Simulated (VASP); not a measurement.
# As (P6/mmm) in VASP: single point with PBE

Aim: the single point of As with PBE.

Program: VASP 6.6.1. These are calculated values, not measurements. Logs are shortened: lines on timing, memory, paths and dates and some standing lists are left out, and cuts for length are marked.

**1. The cell of the first run**

Symmetry: P6/mmm, No. 191, hexagonal system. The conventional cell has a = 2.149 Å, b = 2.149 Å, c = 2.006 Å, α = 90.00°, β = 90.00°, γ = 120.00°. Within 2.7 Å of As (site symmetry 6/mmm) lie 8 As at 2.01 to 2.15 Å.

**2. Single point, PBE**

File INCAR:

```
SYSTEM = As
ALGO     = Normal         ! electronic algorithm
EDIFF    = 1E-6           ! SCF threshold, eV
ENCUT    = 600            ! plane-wave cutoff, eV
GGA      = PE             ! functional
GGA_COMPAT= .False.      
ISIF     = 2              ! what is computed and relaxed
ISMEAR   = -1             ! smearing method
LASPH    = .True.         ! aspherical terms in the spheres
LCHARG   = .False.        ! write CHGCAR
LREAL    = .False.        ! projectors in reciprocal space
LWAVE    = .False.        ! write WAVECAR
NBANDS   = 14             ! bands
NELM     = 120            ! most SCF steps
PREC     = Accurate       ! precision mode
SIGMA    = 0.05           ! smearing width, eV
```

File KPOINTS:

```
k-points
0
Gamma
  15 15 14
  0 0 0
```

File POSCAR:

```
As
1.0
    2.1489907106      0.0000000000      0.0000000000
   -1.0744953553      1.8610805479      0.0000000000
    0.0000000000      0.0000000000      2.0060561523
As
1
Direct
    0.0000000000      0.0000000000      0.0000000000
```

Potentials or basis: VASP PAW PBE potentials, release 64 (As_d).

Command:

```bash
$ cat potpaw_PBE.64/As_d/POTCAR > POTCAR
$ mpirun -np 1 vasp_std > vasp.out
```

OUTCAR:

```text
SYSTEM = As
   EDIFF = 1E-6
   ENCUT = 600
   GGA = PE
   ISIF = 2
   ISMEAR = -1
   LASPH = .True.
   LREAL = .False.
   NELM = 120
   PREC = Accurate

 ion  position               nearest neighbor table
   1  0.000  0.000  0.000-

  LATTYP: Found a hexagonal cell.
 ALAT       =     2.1489907106
 C/A-ratio  =     0.9334875867

  Lattice vectors:

 A1 = (   2.1489907106,   0.0000000000,   0.0000000000)
 A2 = (  -1.0744953553,   1.8610805479,   0.0000000000)
 A3 = (   0.0000000000,   0.0000000000,   2.0060561523)

Analysis of symmetry for initial positions (statically):
=====================================================================
 Subroutine PRICEL returns:
 Original cell was already a primitive cell.

 Routine SETGRP: Setting up the symmetry group for a
 hexagonal supercell.

 Subroutine GETGRP returns: Found 24 space group operations
 (whereof 24 operations were pure point group operations)
 out of a pool of 24 trial point group operations.

The static configuration has the point symmetry D_6h.

Analysis of symmetry for dynamics (positions and initial velocities):
=====================================================================
 Subroutine PRICEL returns:
 Original cell was already a primitive cell.

 Routine SETGRP: Setting up the symmetry group for a
 hexagonal supercell.

 Subroutine GETGRP returns: Found 24 space group operations
 (whereof 24 operations were pure point group operations)
 out of a pool of 24 trial point group operations.

The dynamic configuration has the point symmetry D_6h.

 Subroutine INISYM returns: Found 24 space group operations
 (whereof 24 operations are pure point group operations),
 and found     1 'primitive' translations

----------------------------------------------------------------------------------------

                                     Primitive cell

  volume of cell :       8.0231

  direct lattice vectors                    reciprocal lattice vectors
     2.148990711  0.000000000  0.000000000     0.465334724  0.268661128  0.000000000
    -1.074495355  1.861080548  0.000000000     0.000000000  0.537322257  0.000000000
     0.000000000  0.000000000  2.006056152     0.000000000  0.000000000  0.498490533

  length of vectors
     2.148990711  2.148990711  2.006056152     0.537322257  0.537322257  0.498490533

  position of ions in fractional coordinates (direct lattice)
     0.000000000  0.000000000  0.000000000

[... 76 lines left out ...]
   LREAL  =      F    real-space projection
   EDIFFG = 0.1E-04   stopping-criterion for IOM
   NSW    =      0    number of steps for IOM
   IBRION =     -1    ionic relax: 0-MD 1-quasi-New 2-CG
   NFREE  =      0    steps in history (QN), initial steepest desc. (CG)
   ISIF   =      2    stress and relaxation
   ISYM   =      2    0-nonsym 1-usesym 2-fastsym
   POTIM  = 0.5000    time-step for ionic-motion
   TEBEG  =    0.0;   TEEND  =   0.0 temperature during run
   PSTRESS=    0.0 pullay stress
   NELECT =      15.0000    total number of electrons
   NUPDOWN=      -1.0000    fix difference up-down
   EMIN   =  10.00;   EMAX   =-10.00  energy-range for DOS
   EFERMI =   0.00;   METHOD = LEGACY
   ISMEAR =    -1;   SIGMA  =   0.05  broadening in eV -4-tet -1-fermi 0-gaus
   EFERMI_NEDOS =   21; number of points for ismear=-14 and -15
   IALGO  =     38    algorithm
   IMIX   =      4    mixing-type and parameters
     AMIX     =   0.40;   BMIX     =  1.00
     AMIX_MAG =   1.60;   BMIX_MAG =  1.00
  volume/ion in A,a.u.               =       8.02        54.14
  Fermi-wavevector in a.u.,A,eV,Ry     =   2.016776  3.811154 55.340136  4.067385
  Thomas-Fermi vector in A             =   3.028187
   LORBIT       =      0    0 simple, 1 ext, 2 COOP (PROOUT), +10 PAW based schemes
   GGA     = PE    functional components
   LHFCALC =     F    Hartree Fock is set to
   AEXX    =    0.0000 exact exchange contribution
   IVDW    =     0    specifies the selected vdW correction
   LEPSILON=     F    determine dielectric tensor
   LRPA    =     F    only Hartree local field effects (RPA)
 non-spin polarized calculation
  energy-cutoff  :      600.00
  volume of cell :        8.02
 maximum number of plane-waves:       284
 NGX is ok and might be reduce to    18
   NGX =  9   NGY =  9   NGZ =  9

 number of electron      15.0000004 magnetization

 Free energy of the ion-electron system (eV)
  ---------------------------------------------------
  ext. energy  EPLUGINS =         0.00000000
  ---------------------------------------------------
  free energy    TOTEN  =         4.09373610 eV

  energy without entropy =        4.09612091  energy(sigma->0) =        4.09492850

 E-fermi :  17.2885     XC(G=0): -16.8105

 val. band max:       17.2858403351   @ k =   0.2667   0.1333   0.4286
 cond. band min:      17.2984160359   @ k =   0.2667   0.2667   0.3571
 fundamental gap:      0.0125757008
 Fermi energy:        17.2885296685

 k-point     1 :       0.0000    0.0000    0.0000
  band No.  band energies     occupation
      1     -22.2530      2.00000
      2     -21.5202      2.00000
      3     -21.5202      2.00000
      4     -20.8386      2.00000
      5     -20.8386      2.00000
      6     -10.7490      2.00000
      7      25.2408      0.00000
      8      28.1532      0.00000
      9      30.1623      0.00000
     10      30.1624      0.00000
     11      33.2591      0.00000
     12      34.5216      0.00000
     13      34.5216      0.00000
     14      43.2006      0.00000
[... 377 lines left out ...]
      1     -21.9267      2.00000
      2     -21.5289      2.00000
      3     -21.1189      2.00000
      4     -21.0217      2.00000
      5     -20.9814      2.00000
      6       1.8332      2.00000
      7       2.2966      2.00000
      8      10.8470      2.00000
      9      35.8316      0.00000
     10      36.9109      0.00000
     11      38.4163      0.00000
     12      40.5850      0.00000
     13      44.0343      0.00000
     14      47.4064      0.00000

 [... further k-points ...]
[... 5 lines left out ...]
  --------------------------------------------------------------------------------------
  -------------------------------------------------------------------------------------
  Total       25.3529108     25.3529108     25.5052727      0.0000000     -0.0000000      0.0000000
  in kB     5062.8564927   5062.8564928   5093.2824373      0.0000000     -0.0000000      0.0000000
  external PRESSURE =    5072.9984743 kB  Pullay stress =       0.0000000 kB

 VOLUME and BASIS-vectors are now :
 -----------------------------------------------------------------------------
  energy-cutoff  :      600.00
  volume of cell :        8.02
      direct lattice vectors                 reciprocal lattice vectors
     2.148990711  0.000000000  0.000000000     0.465334724  0.268661128  0.000000000
    -1.074495355  1.861080548  0.000000000     0.000000000  0.537322257  0.000000000
     0.000000000  0.000000000  2.006056152     0.000000000  0.000000000  0.498490533

 POSITION                                       TOTAL-FORCE (eV/Angst)
 -----------------------------------------------------------------------------------
      0.00000      0.00000      0.00000         0.000000      0.000000      0.000000
 -----------------------------------------------------------------------------------
    total drift:                               -0.000000      0.000000      0.000000

  FREE ENERGIE OF THE ION-ELECTRON SYSTEM (eV)
  ---------------------------------------------------
  free  energy   TOTEN  =         4.0937360987 eV

  energy  without entropy=        4.0961209105  energy(sigma->0) =        4.09492850
```

OSZICAR:

```text
N       E                     dE             d eps       ncg     rms          rms(c)
DAV:   1     0.622591266289E+02    0.62259E+02   -0.59612E+03  7402   0.584E+03
DAV:   2     0.596311395287E+01   -0.56296E+02   -0.52555E+02  6612   0.486E+02
DAV:   3     0.369722642176E+01   -0.22659E+01   -0.22447E+01  6776   0.551E+01
DAV:   4     0.368727692329E+01   -0.99495E-02   -0.99478E-02  7368   0.356E+00
DAV:   5     0.368726619400E+01   -0.10729E-04   -0.10728E-04  6952   0.116E-01    0.122E+01
DAV:   6     0.395039822088E+01    0.26313E+00   -0.51656E-02  7446   0.857E+00    0.705E+00
DAV:   7     0.409320373136E+01    0.14281E+00   -0.11389E-01  7056   0.837E+00    0.351E-01
DAV:   8     0.409381477716E+01    0.61105E-03   -0.19126E-03  8996   0.209E+00    0.101E-01
DAV:   9     0.409373863576E+01   -0.76141E-04   -0.10426E-04  9134   0.358E-01    0.209E-02
DAV:  10     0.409373599970E+01   -0.26361E-05   -0.13305E-05  8612   0.199E-01    0.253E-03
DAV:  11     0.409373609866E+01    0.98955E-07   -0.19836E-07  4770   0.634E-03
   1 F= 0.40937361E+01 E0= 0.40949285E+01  d E =-.238481E-02
```

Run time: 22 s. Hardware: 1 thread of AMD EPYC 7R13 (Zen 3), shared host; peak memory 0.11 GiB.

What came out:

- Free energy: 4.0937 eV
- Pressure: 507.3 GPa

Levels at points of the mesh, in eV from the Fermi level:
| k point | band 5 | band 6 | band 7 | band 8 | band 9 | band 10 |
| --- | --- | --- | --- | --- | --- | --- |
| (0.00, 0.00, 0.00) | -38.13 | -28.04 | 7.95 | 10.86 | 12.87 | 12.87 |
| (0.00, 0.00, 0.50) | -38.54 | -18.56 | -17.75 | 21.84 | 22.19 | 22.20 |
